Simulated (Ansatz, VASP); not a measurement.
# Two plane-wave programs on Hg

```xyz
2
Lattice="3.4618 0.0000 0.0000 -1.7309 2.9980 0.0000 0.0000 0.0000 5.4875" Properties=species:S:1:pos:R:3 pbc="T T T"
Hg    1.7309    0.9993    4.1157
Hg    0.0000    1.9987    1.3719
```

Alike in both runs: task single point; functional r2SCAN; k mesh 12 × 12 × 6; occupations gaussian, width 0.05 eV; no spin polarisation.

```csv
,VASP,Ansatz
version,VASP 6.6.1,Ansatz 0.2.0
potentials or method,"VASP PAW PBE potentials, release 64 (Hg), cutoff 520 eV","scalar-relativistic, plane waves, PAW"
valence electrons in the cell,24,40
```

```csv
,VASP,Ansatz,Ansatz less VASP
gap on the k mesh at the Fermi level (eV),none,none,-
pressure (GPa),0.0,-0.2,-0.14
"traceless stress, the component that is largest in VASP (GPa)",-0.04,-0.05,-0.016
```

VASP's potentials were made for PBE, not for r2SCAN. A gap of «none» marks a metal or a gap that the smearing closes. VASP's potentials hold 24 valence electrons a cell and Ansatz's 40, so a difference there can come from the potentials and not from the codes.

Spin-orbit coupling is off throughout.
